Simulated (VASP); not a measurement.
# AlN (P6_3mc) in VASP: further runs

The runs below take AlN through single point, with PBE.

Program: VASP 6.6.1. These are calculated values, not measurements. Logs are shortened: lines on timing, memory, paths and dates and some standing lists are left out, and cuts for length are marked.

## 1. The cell of the first run

The structure is hexagonal, space group P6_3mc (No. 186). Conventional cell: a = 3.267 Å, b = 3.267 Å, c = 4.978 Å, α = 90.00°, β = 90.00°, γ = 120.00°. Al (site symmetry 3m) has 4 N at 1.92 to 1.97 Å within 2.5 Å. Within 2.5 Å of N (site symmetry 3m) lie 4 Al at 1.92 to 1.97 Å.

## 2. Single point, PBE (strain +0.050 along x and y, +0.000 along z)

File INCAR:

```
  ALGO = Normal
  EDIFF = 1E-7
  ENCUT = 520
  GGA = PE
  ISIF = 2
  ISMEAR = 0
  LASPH = True
  LCHARG = False
  LREAL = False
  LWAVE = False
  NBANDS = 16
  NELM = 60
  PREC = Accurate
  SIGMA = 0.05
```

File KPOINTS:

```
k-points
0
Gamma
  9 9 6
```

File POSCAR:

```
AlN
1.0
    3.2665522592      0.0000000000      0.0000000000
   -1.6332761296      2.8289172392      0.0000000000
    0.0000000000      0.0000000000      4.9780000000
Al N
2 2
Direct
    0.3333333333      0.6666666667      0.0000000000
    0.6666666667      0.3333333333      0.5000000000
    0.3333333333      0.6666666667      0.3850000000
    0.6666666667      0.3333333333      0.8850000000
```

Potentials or basis: VASP PAW PBE potentials, release 64 (Al, N).

Run with:

```console
$ cat potpaw_PBE.64/Al/POTCAR potpaw_PBE.64/N/POTCAR > POTCAR
$ mpirun -np 1 vasp_std > vasp.out
```

OUTCAR:

```text
EDIFF = 1E-7
   ENCUT = 520
   GGA = PE
   ISIF = 2
   ISMEAR = 0
   LASPH = True
   LREAL = False
   NELM = 60
   PREC = Accurate

 ion  position               nearest neighbor table
   1  0.333  0.667  0.000-   3 1.92   4 1.97   4 1.97   4 1.97   2 3.12   2 3.12   2 3.12   2 3.12
                             2 3.12   2 3.12
   2  0.667  0.333  0.500-   4 1.92   3 1.97   3 1.97   3 1.97   1 3.12   1 3.12   1 3.12   1 3.12
                             1 3.12   1 3.12
   3  0.333  0.667  0.385-   1 1.92   2 1.97   2 1.97   2 1.97
   4  0.667  0.333  0.885-   2 1.92   1 1.97   1 1.97   1 1.97

  LATTYP: Found a hexagonal cell.
 ALAT       =     3.2665522592
 C/A-ratio  =     1.5239309232

  Lattice vectors:

 A1 = (   3.2665522592,   0.0000000000,   0.0000000000)
 A2 = (  -1.6332761296,   2.8289172392,   0.0000000000)
 A3 = (   0.0000000000,   0.0000000000,   4.9780000000)

Analysis of symmetry for initial positions (statically):
=====================================================================
 Subroutine PRICEL returns:
 Original cell was already a primitive cell.

 Routine SETGRP: Setting up the symmetry group for a
 hexagonal supercell.

 Subroutine GETGRP returns: Found 12 space group operations
 (whereof  6 operations were pure point group operations)
 out of a pool of 24 trial point group operations.

The static configuration has the point symmetry C_3v.
 The point group associated with its full space group is C_6v.

Analysis of symmetry for dynamics (positions and initial velocities):
=====================================================================
 Subroutine PRICEL returns:
 Original cell was already a primitive cell.

 Routine SETGRP: Setting up the symmetry group for a
 hexagonal supercell.

 Subroutine GETGRP returns: Found 12 space group operations
 (whereof  6 operations were pure point group operations)
 out of a pool of 24 trial point group operations.

The dynamic configuration has the point symmetry C_3v.
 The point group associated with its full space group is C_6v.

 Subroutine INISYM returns: Found 12 space group operations
 (whereof  6 operations are pure point group operations),
 and found     1 'primitive' translations

----------------------------------------------------------------------------------------

                                     Primitive cell

[... 88 lines left out ...]
   ISPIN  =      1    spin polarized calculation?
   LNONCOLLINEAR =      F non collinear calculations
   LSORBIT =      F    spin-orbit coupling
   LASPH  =      T    aspherical Exc in radial PAW
   ENCUT  =  520.0 eV  38.22 Ry    6.18 a.u.   6.07  6.07  9.26*2*pi/ulx,y,z
   NELM   =     60;   NELMIN=  2; NELMDL= -5     # of ELM steps
   EDIFF  = 0.1E-06   stopping-criterion for ELM
   LREAL  =      F    real-space projection
   EDIFFG = 0.1E-05   stopping-criterion for IOM
   NSW    =      0    number of steps for IOM
   IBRION =     -1    ionic relax: 0-MD 1-quasi-New 2-CG
   NFREE  =      0    steps in history (QN), initial steepest desc. (CG)
   ISIF   =      2    stress and relaxation
   ISYM   =      2    0-nonsym 1-usesym 2-fastsym
   POTIM  = 0.5000    time-step for ionic-motion
   TEBEG  =    0.0;   TEEND  =   0.0 temperature during run
   PSTRESS=    0.0 pullay stress
   NELECT =      16.0000    total number of electrons
   NUPDOWN=      -1.0000    fix difference up-down
   EMIN   =  10.00;   EMAX   =-10.00  energy-range for DOS
   EFERMI =   0.00;   METHOD = LEGACY
   ISMEAR =     0;   SIGMA  =   0.05  broadening in eV -4-tet -1-fermi 0-gaus
   EFERMI_NEDOS =   21; number of points for ismear=-14 and -15
   IALGO  =     38    algorithm
   IMIX   =      4    mixing-type and parameters
     AMIX     =   0.40;   BMIX     =  1.00
     AMIX_MAG =   1.60;   BMIX_MAG =  1.00
  volume/ion in A,a.u.               =      11.50        77.61
  Fermi-wavevector in a.u.,A,eV,Ry     =   1.151313  2.175665 18.034803  1.325521
  Thomas-Fermi vector in A             =   2.287971
   LORBIT       =      0    0 simple, 1 ext, 2 COOP (PROOUT), +10 PAW based schemes
   GGA     = PE    functional components
   LHFCALC =     F    Hartree Fock is set to
   AEXX    =    0.0000 exact exchange contribution
   IVDW    =     0    specifies the selected vdW correction
   LEPSILON=     F    determine dielectric tensor
   LRPA    =     F    only Hartree local field effects (RPA)
 non-spin polarized calculation
 Gauss-broadening in eV      SIGMA  =   0.05
  energy-cutoff  :      520.00
  volume of cell :       46.00
 maximum number of plane-waves:      1260
   NGX = 13   NGY = 13   NGZ = 19

 number of electron      16.0000001 magnetization

 Free energy of the ion-electron system (eV)
  ---------------------------------------------------
  ext. energy  EPLUGINS =         0.00000000
  ---------------------------------------------------
  free energy    TOTEN  =       -29.55678221 eV

  energy without entropy =      -29.55678221  energy(sigma->0) =      -29.55678221

 E-fermi :   5.6734     XC(G=0): -10.4952

 val. band max:        5.4293586234   @ k =   0.0000   0.0000   0.0000
 cond. band min:       8.6520728349   @ k =   0.0000   0.0000   0.0000
 fundamental gap:      3.2227142115
 Fermi energy:         5.6734112856

 k-point     1 :       0.0000    0.0000    0.0000
  band No.  band energies     occupation
      1      -9.3710      2.00000
      2      -7.3203      2.00000
      3      -0.1679      2.00000
      4       4.2538      2.00000
      5       4.2538      2.00000
      6       5.0204      2.00000
[... 433 lines left out ...]
      3       0.9140      2.00000
      4       1.2417      2.00000
      5       1.2417      2.00000
      6       2.9707      2.00000
[... 8 lines left out ...]
     15      17.5715      0.00000
     16      18.8161      0.00000

 [... further k-points ...]
[... 5 lines left out ...]
  --------------------------------------------------------------------------------------
  -------------------------------------------------------------------------------------
  Total       -5.2026310     -5.2026310     -0.9633308      0.0000000     -0.0000000      0.0000000
  in kB     -181.2044517   -181.2044517    -33.5522206      0.0000000     -0.0000000      0.0000000
  external PRESSURE =    -131.9870413 kB  Pullay stress =       0.0000000 kB

 VOLUME and BASIS-vectors are now :
 -----------------------------------------------------------------------------
  energy-cutoff  :      520.00
  volume of cell :       46.00
      direct lattice vectors                 reciprocal lattice vectors
     3.266552259  0.000000000  0.000000000     0.306133171  0.176746068  0.000000000
    -1.633276130  2.828917239  0.000000000     0.000000000  0.353492137  0.000000000
     0.000000000  0.000000000  4.978000000     0.000000000  0.000000000  0.200883889

 POSITION                                       TOTAL-FORCE (eV/Angst)
 -----------------------------------------------------------------------------------
     -0.00000      1.88594      0.00000         0.000000     -0.000000     -0.213920
      1.63328      0.94297      2.48900        -0.000000      0.000000     -0.213920
     -0.00000      1.88594      1.91653         0.000000     -0.000000      0.213920
      1.63328      0.94297      4.40553        -0.000000      0.000000      0.213920
 -----------------------------------------------------------------------------------
    total drift:                               -0.000000      0.000000      0.000838

  FREE ENERGIE OF THE ION-ELECTRON SYSTEM (eV)
  ---------------------------------------------------
  free  energy   TOTEN  =       -29.5567822077 eV

  energy  without entropy=      -29.5567822077  energy(sigma->0) =      -29.55678221
```

Wall time 52 s (1 thread of AMD EPYC 7R13 (Zen 3), shared host); peak memory 0.14 GiB.

Results:

| Property | Result |
| --- | --- |
| Free energy | -29.5568 eV |
| Pressure | -13.2 GPa |
| Largest force | 0.214 eV/Å |
| Band gap on the k mesh | 3.22 eV, direct |

Forces in eV/Å, atoms in the order of the input:
```
Al   0.000  0.000 -0.214
Al   0.000  0.000 -0.214
N    0.000  0.000  0.214
N    0.000  0.000  0.214
```

Caveat: the cell differs from its parent crystal (strain +0.050 along x and y, +0.000 along z).

## 3. Single point, PBE (strain +0.025 along x and y, +0.050 along z)

File INCAR:

```
PREC = Accurate ; ENCUT = 520
EDIFF = 1E-6 ; ISMEAR = 0
SIGMA = 0.05 ; LREAL = F
LASPH = T ; NELM = 80
ALGO = Normal ; ISIF = 2
LWAVE = F ; LCHARG = F
GGA = PE ; NBANDS = 16
```

File KPOINTS:

```
regular mesh
0
Gamma
  9 9 6
```

File POSCAR:

```
AlN
1.0
    3.1887772054      0.0000000000      0.0000000000
   -1.5943886027      2.7615620669      0.0000000000
    0.0000000000      0.0000000000      5.2269000000
Al N
2 2
Direct
    0.3333333333      0.6666666667      0.0000000000
    0.6666666667      0.3333333333      0.5000000000
    0.3333333333      0.6666666667      0.3850000000
    0.6666666667      0.3333333333      0.8850000000
```

Potentials or basis: VASP PAW PBE potentials, release 64 (Al, N).

Run with:

```console
$ cat potpaw_PBE.64/Al/POTCAR potpaw_PBE.64/N/POTCAR > POTCAR
$ mpirun -np 1 vasp_std > vasp.out
```

It used 36 s of CPU time on 1 thread of AMD EPYC 7R13 Processor (Zen 3) (shared host).

The run converged. Its results:

| Item | Value |
| --- | --- |
| Free energy | -29.6098 eV |
| Pressure | -12.8 GPa |
| Largest force | 0.294 eV/Å |
| Band gap on the k mesh | 3.36 eV, direct |

Forces on the atoms (eV/Å):
```
Al   0.000  0.000  0.294
Al   0.000  0.000  0.294
N    0.000  0.000 -0.294
N    0.000  0.000 -0.294
```

Stress tensor (GPa, compression positive):
```
-10.60   0.00   0.00
  0.00 -10.60   0.00
  0.00   0.00 -17.21
```

Levels at points of the mesh, in eV from the valence-band top:
```tsv
k point	band 5	band 6	band 7	band 8	band 9	band 10	band 11	band 12
(0.00, 0.00, 0.00)	-0.75	-0.18	-0.18	0.00	3.36	6.06	9.77	10.66
(0.00, 0.00, 0.50)	-0.47	-0.47	-0.47	-0.47	5.75	5.75	9.46	9.46
```

Caveat: the cell differs from its parent crystal (strain +0.025 along x and y, +0.050 along z).

(Part 1 of 2 ends here.)
